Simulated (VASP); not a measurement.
# Ta4C3 (P4mm) in VASP: further runs

Runs on Ta4C3. Level: PBEsol. Tasks: single point.

Everything below comes from runs of VASP 6.6.1. Logs are shortened: lines on timing, memory, paths and dates and some standing lists are left out, and cuts for length are marked.

### 1 The cell of the first run

It takes space group P4mm (No. 99, tetragonal). Conventional cell: a = 4.403 Å, b = 4.403 Å, c = 4.403 Å, α = 90.00°, β = 90.00°, γ = 90.00°. Ta (site symmetry 2mm) has 4 C at 1.94 to 2.46 Å within 2.6 Å. Within 2.9 Å of Ta (site symmetry 4mm) lie 4 C at 2.22 Å. Ta (site symmetry 4mm) has 6 C at 1.94 to 2.46 Å within 2.6 Å. C (site symmetry 2mm) has 6 Ta at 1.94 to 2.46 Å within 2.6 Å. Within 2.6 Å of C (site symmetry 4mm) lie 6 Ta at 1.94 to 2.46 Å.

### 2 Single point, PBEsol

Input file INCAR:

```
PREC = Accurate
ENCUT = 520
EDIFF = 1E-7
ISMEAR = 0
SIGMA = 0.15
LREAL = False
LASPH = True
NELM = 80
ALGO = Normal
ISIF = 2
LWAVE = False
LCHARG = False
GGA = PS
NBANDS = 37
```

Input file KPOINTS:

```
regular mesh
0
Gamma
  10 10 10
```

Input file POSCAR:

```
Ta4C3
1.0
    4.4026021986      0.0000000000      0.0000000000
    0.0000000000      4.4026021986      0.0000000000
    0.0000000000      0.0000000000      4.4026021986
Ta C
4 3
Direct
    0.0000000000      0.5000000000      0.5000000000
    0.5000000000      0.0000000000      0.5000000000
    0.5000000000      0.5000000000      0.0000000000
    0.0000000000      0.0000000000      0.0000000000
    0.5000000000      0.0000000000     -0.0596238289
    0.0000000000      0.5000000000     -0.0596238289
    0.0000000000      0.0000000000      0.4403761711
```

Potentials or basis: VASP PAW PBE potentials, release 64 (Ta_pv, C).

Command:

```sh
> cat potpaw_PBE.64/Ta_pv/POTCAR potpaw_PBE.64/C/POTCAR > POTCAR
> mpirun -np 1 vasp_std > vasp.out
```

OUTCAR:

```text
PREC = Accurate
   ENCUT = 520
   EDIFF = 1E-7
   ISMEAR = 0
   LREAL = False
   LASPH = True
   NELM = 80
   ISIF = 2
   GGA = PS

 ion  position               nearest neighbor table
   1  0.000  0.500  0.500-   6 1.94   7 2.22   7 2.22   6 2.46   3 3.11   3 3.11   4 3.11   4 3.11
                             2 3.11   4 3.11   2 3.11   4 3.11   2 3.11   3 3.11   3 3.11   2 3.11
   2  0.500  0.000  0.500-   5 1.94   7 2.22   7 2.22   5 2.46   3 3.11   3 3.11   4 3.11   4 3.11
                             1 3.11   3 3.11   3 3.11   1 3.11   4 3.11   1 3.11   4 3.11   1 3.11
   3  0.500  0.500  0.000-   5 2.22   6 2.22   5 2.22   6 2.22   2 3.11   1 3.11   2 3.11   2 3.11
                             4 3.11   4 3.11   2 3.11   1 3.11   4 3.11   1 3.11   1 3.11   4 3.11
   4  0.000  0.000  0.000-   7 1.94   6 2.22   5 2.22   6 2.22   5 2.22   7 2.46   1 3.11   2 3.11
                             1 3.11   1 3.11   3 3.11   2 3.11   1 3.11   2 3.11   3 3.11   3 3.11
   5  0.500  0.000  0.940-   2 1.94   3 2.22   4 2.22   3 2.22   4 2.22   2 2.46
   6  0.000  0.500  0.940-   1 1.94   3 2.22   4 2.22   4 2.22   3 2.22   1 2.46
   7  0.000  0.000  0.440-   4 1.94   2 2.22   1 2.22   1 2.22   2 2.22   4 2.46

  LATTYP: Found a simple cubic cell.
 ALAT       =     4.4026021986

  Lattice vectors:

 A1 = (   4.4026021986,   0.0000000000,   0.0000000000)
 A2 = (   0.0000000000,   4.4026021986,   0.0000000000)
 A3 = (   0.0000000000,   0.0000000000,   4.4026021986)

Analysis of symmetry for initial positions (statically):
=====================================================================
 Subroutine PRICEL returns:
 Original cell was already a primitive cell.

 Routine SETGRP: Setting up the symmetry group for a
 simple cubic supercell.

 Subroutine GETGRP returns: Found  8 space group operations
 (whereof  8 operations were pure point group operations)
 out of a pool of 48 trial point group operations.

The static configuration has the point symmetry C_4v.

Analysis of symmetry for dynamics (positions and initial velocities):
=====================================================================
 Subroutine PRICEL returns:
 Original cell was already a primitive cell.

 Routine SETGRP: Setting up the symmetry group for a
 simple cubic supercell.

 Subroutine GETGRP returns: Found  8 space group operations
 (whereof  8 operations were pure point group operations)
 out of a pool of 48 trial point group operations.

The dynamic configuration has the point symmetry C_4v.

 Subroutine INISYM returns: Found  8 space group operations
 (whereof  8 operations are pure point group operations),
 and found     1 'primitive' translations

----------------------------------------------------------------------------------------

                                     Primitive cell

  volume of cell :      85.3352

  direct lattice vectors                    reciprocal lattice vectors
     4.402602199  0.000000000  0.000000000     0.227138396  0.000000000  0.000000000
     0.000000000  4.402602199  0.000000000     0.000000000  0.227138396  0.000000000
     0.000000000  0.000000000  4.402602199     0.000000000  0.000000000  0.227138396

  length of vectors
     4.402602199  4.402602199  4.402602199     0.227138396  0.227138396  0.227138396

  position of ions in fractional coordinates (direct lattice)
     0.000000000  0.500000000  0.500000000
     0.500000000  0.000000000  0.500000000
     0.500000000  0.500000000  0.000000000
     0.000000000  0.000000000  0.000000000
     0.500000000  0.000000000  0.940376171
     0.000000000  0.500000000  0.940376171
     0.000000000  0.000000000  0.440376171

  ion indices of the primitive-cell ions
   primitive index   ion index
                 1           1
                 2           2
                 3           3
                 4           4
                 5           5
                 6           6
                 7           7

----------------------------------------------------------------------------------------

 KPOINTS: regular mesh

Automatic generation of k-mesh.
 Grid dimensions read from file:
 generate k-points for:   10   10   10

 Generating k-lattice:

  Cartesian coordinates                     Fractional coordinates (reciprocal lattice)
     0.022713840  0.000000000  0.000000000     0.100000000  0.000000000  0.000000000
     0.000000000  0.022713840  0.000000000     0.000000000  0.100000000  0.000000000
     0.000000000  0.000000000  0.022713840     0.000000000  0.000000000  0.100000000

  Length of vectors
     0.022713840  0.022713840  0.022713840

  Shift w.r.t. Gamma in fractional coordinates (k-lattice)
     0.000000000  0.000000000  0.000000000

 Subroutine IBZKPT returns following result:
 ===========================================

 Found    126 irreducible k-points:

 Following reciprocal coordinates:
            Coordinates               Weight
  0.000000  0.000000  0.000000      1.000000
  0.100000  0.000000  0.000000      4.000000
  0.000000  0.000000  0.100000      2.000000
  0.200000  0.000000  0.000000      4.000000
  0.000000  0.000000  0.200000      2.000000
  0.300000  0.000000  0.000000      4.000000
[... 16 lines left out ...]
  0.500000  0.100000  0.000000      4.000000
  0.000000  0.500000  0.100000      4.000000
 [... further k-points ...]
   k-points           NKPTS =    126   k-points in BZ     NKDIM =    126   number of bands    NBANDS=     37
   number of dos      NEDOS =    301   number of ions     NIONS =      7
   total plane-waves  NPLWV =  46656
   dimension x,y,z NGX =    36 NGY =   36 NGZ =   36
   dimension x,y,z NGXF=    72 NGYF=   72 NGZF=   72
   ions per type =               4   3
   NGX,Y,Z   is equivalent  to a cutoff of  13.59, 13.59, 13.59 a.u.
   NGXF,Y,Z  is equivalent  to a cutoff of  27.19, 27.19, 27.19 a.u.
 SYSTEM =  unknown system
   PREC   = accura    normal or accurate (medium, high low for compatibility)
   ISTART =      0    job   : 0-new  1-cont  2-samecut
   ICHARG =      2    charge: 1-file 2-atom 10-const
   ISPIN  =      1    spin polarized calculation?
   LNONCOLLINEAR =      F non collinear calculations
   LSORBIT =      F    spin-orbit coupling
   LASPH  =      T    aspherical Exc in radial PAW
   ENCUT  =  520.0 eV  38.22 Ry    6.18 a.u.   8.19  8.19  8.19*2*pi/ulx,y,z
   NELM   =     80;   NELMIN=  2; NELMDL= -5     # of ELM steps
   EDIFF  = 0.1E-06   stopping-criterion for ELM
   LREAL  =      F    real-space projection
   EDIFFG = 0.1E-05   stopping-criterion for IOM
   NSW    =      0    number of steps for IOM
   IBRION =     -1    ionic relax: 0-MD 1-quasi-New 2-CG
   NFREE  =      0    steps in history (QN), initial steepest desc. (CG)
   ISIF   =      2    stress and relaxation
   ISYM   =      2    0-nonsym 1-usesym 2-fastsym
   POTIM  = 0.5000    time-step for ionic-motion
   TEBEG  =    0.0;   TEEND  =   0.0 temperature during run
   PSTRESS=    0.0 pullay stress
   NELECT =      56.0000    total number of electrons
   NUPDOWN=      -1.0000    fix difference up-down
   EMIN   =  10.00;   EMAX   =-10.00  energy-range for DOS
   EFERMI =   0.00;   METHOD = LEGACY
   ISMEAR =     0;   SIGMA  =   0.15  broadening in eV -4-tet -1-fermi 0-gaus
   EFERMI_NEDOS =   21; number of points for ismear=-14 and -15
   IALGO  =     38    algorithm
   IMIX   =      4    mixing-type and parameters
     AMIX     =   0.40;   BMIX     =  1.00
     AMIX_MAG =   1.60;   BMIX_MAG =  1.00
  volume/ion in A,a.u.               =      12.19        82.27
  Fermi-wavevector in a.u.,A,eV,Ry     =   1.422639  2.688398 27.536857  2.023902
  Thomas-Fermi vector in A             =   2.543321
   LORBIT       =      0    0 simple, 1 ext, 2 COOP (PROOUT), +10 PAW based schemes
   GGA     = PS    functional components
   LHFCALC =     F    Hartree Fock is set to
   AEXX    =    0.0000 exact exchange contribution
   IVDW    =     0    specifies the selected vdW correction
   LEPSILON=     F    determine dielectric tensor
   LRPA    =     F    only Hartree local field effects (RPA)
 non-spin polarized calculation
 Gauss-broadening in eV      SIGMA  =   0.15
  energy-cutoff  :      520.00
  volume of cell :       85.34
 maximum number of plane-waves:      2325
 NGX is ok and might be reduce to    36
   NGX = 17   NGY = 17   NGZ = 17

 number of electron      56.0000019 magnetization

 Free energy of the ion-electron system (eV)
  ---------------------------------------------------
  ext. energy  EPLUGINS =         0.00000000
  ---------------------------------------------------
  free energy    TOTEN  =       -81.24821006 eV

  energy without entropy =      -81.20452164  energy(sigma->0) =      -81.22636585

 E-fermi :   7.1534     XC(G=0): -13.0864

 val. band max:        7.1485201475   @ k =   0.5000   0.1000   0.1000
 cond. band min:       7.1539412613   @ k =   0.5000   0.2000   0.1000
 fundamental gap:      0.0054211138
 Fermi energy:         7.1534345223

 k-point     1 :       0.0000    0.0000    0.0000
  band No.  band energies     occupation
      1     -28.0172      2.00000
      2     -27.9059      2.00000
      3     -27.9059      2.00000
      4     -27.4045      2.00000
      5     -27.3573      2.00000
      6     -27.3573      2.00000
[... 29 lines left out ...]
     36      11.4315      0.00000
     37      11.9488      0.00000

 k-point     2 :       0.1000    0.0000    0.0000
  band No.  band energies     occupation
      1     -28.0109      2.00000
      2     -27.8988      2.00000
      3     -27.8952      2.00000
      4     -27.4053      2.00000
      5     -27.3641      2.00000
      6     -27.3606      2.00000
[... 29 lines left out ...]
     36      11.5453      0.00000
     37      11.9500      0.00000
[... 838 lines left out ...]
     36      11.1830      0.00000
     37      11.2558      0.00000

 k-point    24 :       0.0000    0.5000    0.1000
  band No.  band energies     occupation
      1     -27.9474      2.00000
      2     -27.8117      2.00000
      3     -27.7842      2.00000
      4     -27.4568      2.00000
      5     -27.4407      2.00000
      6     -27.4268      2.00000
[... 29 lines left out ...]
     36      11.1770      0.00000
     37      11.5639      0.00000

 [... further k-points ...]

------------------------ aborting loop because EDIFF is reached ----------------------------------------

  FORCE on cell =-STRESS in cart. coord.  units (eV):
  Direction    XX          YY          ZZ          XY          YZ          ZX
  --------------------------------------------------------------------------------------
  -------------------------------------------------------------------------------------
  Total       -0.2153890     -0.2153890     15.5263394      0.0000000      0.0000000      0.0000000
  in kB       -4.0439499     -4.0439499    291.5085645      0.0000000      0.0000000      0.0000000
  external PRESSURE =      94.4735549 kB  Pullay stress =       0.0000000 kB

 VOLUME and BASIS-vectors are now :
 -----------------------------------------------------------------------------
  energy-cutoff  :      520.00
  volume of cell :       85.34
      direct lattice vectors                 reciprocal lattice vectors
     4.402602199  0.000000000  0.000000000     0.227138396  0.000000000  0.000000000
     0.000000000  4.402602199  0.000000000     0.000000000  0.227138396  0.000000000
     0.000000000  0.000000000  4.402602199     0.000000000  0.000000000  0.227138396

 POSITION                                       TOTAL-FORCE (eV/Angst)
 -----------------------------------------------------------------------------------
      0.00000      2.20130      2.20130        -0.000000      0.000000     -4.210682
      2.20130      0.00000      2.20130        -0.000000      0.000000     -4.210682
      2.20130      2.20130      0.00000        -0.000000     -0.000000     -0.685076
      0.00000      0.00000      0.00000        -0.000000      0.000000     -3.434959
      2.20130      0.00000      4.14010         0.000000      0.000000      4.029403
      0.00000      2.20130      4.14010        -0.000000     -0.000000      4.029403
      0.00000      0.00000      1.93880         0.000000      0.000000      4.482591
 -----------------------------------------------------------------------------------
    total drift:                                0.000000      0.000000      0.000275

  FREE ENERGIE OF THE ION-ELECTRON SYSTEM (eV)
  ---------------------------------------------------
  free  energy   TOTEN  =       -81.2482100605 eV

  energy  without entropy=      -81.2045216399  energy(sigma->0) =      -81.22636585
```

It took 4.5 min on 1 thread of AMD EPYC 9R14 (Zen 4), shared host; peak memory 0.39 GiB.

What came out:

| Property | Result |
| --- | --- |
| Free energy | -81.2482 eV |
| Pressure | 9.4 GPa |
| Largest force | 4.483 eV/Å |
| Band gap on the k mesh | zero (bands 28 and 29 overlap by 0.90 eV) |

Forces on the atoms (eV/Å):
```
Ta   0.000  0.000 -4.211
Ta   0.000  0.000 -4.211
Ta   0.000  0.000 -0.685
Ta   0.000  0.000 -3.435
C    0.000  0.000  4.029
C    0.000  0.000  4.029
C    0.000  0.000  4.483
```

Stress tensor (GPa, compression positive):
```
-0.40  0.00  0.00
 0.00 -0.40  0.00
 0.00  0.00 29.15
```

Caveat: the cell differs from its parent crystal (all C atoms moved +0.263 Å, as atom 5 towards its neighbour atom 2 (Ta) at 2.201 Å); the cell stands under pressure; the PAW data sets were made with another functional, which shifts forces and pressure a little; spin-orbit coupling is left out, which moves the levels of the heavy elements.

### 3 Single point, PBEsol

Input file INCAR:

```
SYSTEM = Ta4C3
ALGO = Normal ; EDIFF = 1E-6
ENCUT = 520 ; GGA = PS
ISIF = 2 ; ISMEAR = 0
LASPH = .TRUE. ; LCHARG = .FALSE.
LREAL = .FALSE. ; LWAVE = .FALSE.
NBANDS = 37 ; NELM = 60
PREC = Accurate ; SIGMA = 0.15
```

Input file KPOINTS:

```
k-points
0
G
  10 10 10
  0 0 0
```

POSCAR, as its differences from that of step 2:

```diff
@@ -12,4 +12,4 @@
     0.0000000000      0.0000000000      0.0000000000
-    0.5000000000      0.0000000000     -0.0596238289
-    0.0000000000      0.5000000000     -0.0596238289
-    0.0000000000      0.0000000000      0.4403761711
+    0.5000000000      0.0000000000     -0.0425884492
+    0.0000000000      0.5000000000     -0.0425884492
+    0.0000000000      0.0000000000      0.4574115508
```

Potentials or basis: VASP PAW PBE potentials, release 64 (Ta_pv, C).

Command:

```sh
> cat potpaw_PBE.64/Ta_pv/POTCAR potpaw_PBE.64/C/POTCAR > POTCAR
> mpirun -np 1 vasp_std > vasp.out
```

Run time: 4.2 min. Hardware: 1 thread of AMD EPYC 9R14 (Zen 4), shared host; peak memory 0.39 GiB.

It converged, with:

| Item | Value |
| --- | --- |
| Free energy | -82.0236 eV |
| Pressure | 5.1 GPa |
| Largest force | 3.008 eV/Å |
| Band gap on the k mesh | zero (bands 28 and 29 overlap by 0.97 eV) |

Forces on the atoms (eV/Å):
```
Ta   0.000  0.000 -2.806
Ta   0.000  0.000 -2.806
Ta   0.000  0.000 -0.517
Ta   0.000  0.000 -2.171
C    0.000  0.000  2.646
C    0.000  0.000  2.646
C    0.000  0.000  3.008
```

Stress tensor (GPa, compression positive):
```
 0.14  0.00  0.00
 0.00  0.14  0.00
 0.00  0.00 14.98
```

Levels at points of the mesh, in eV from the Fermi level:
```
           k point  band 24  band 25  band 26  band 27  band 28  band 29  band 30  band 31  band 32  band 33
(0.00, 0.00, 0.00)    -1.53    -1.41    -1.33    -0.74    -0.74    -0.51     0.61     0.61     1.51     2.45
(0.50, 0.00, 0.00)    -3.11    -2.17    -2.01    -1.15     0.16     0.42     0.84     1.72     2.00     2.12
(0.00, 0.00, 0.50)    -2.91    -2.19    -2.07    -2.07     0.34     0.34     0.80     2.11     2.75     2.75
(0.50, 0.50, 0.00)    -4.09    -1.89    -1.63    -0.35    -0.35     1.70     1.72     1.72     2.07     2.31
(0.00, 0.50, 0.50)    -4.43    -1.78    -1.71    -0.42    -0.30     1.61     1.73     1.83     2.12     3.55
(0.50, 0.50, 0.50)    -4.98    -1.12    -1.12    -1.03    -0.07     3.34     3.43     3.43     3.46     3.54
```

Caveat: the cell differs from its parent crystal (all C atoms moved +0.188 Å, as atom 5 towards its neighbour atom 2 (Ta) at 2.201 Å); the cell stands under pressure; the PAW data sets were made with another functional, which shifts forces and pressure a little; spin-orbit coupling is left out, which moves the levels of the heavy elements.

[end of part 1 of 2]
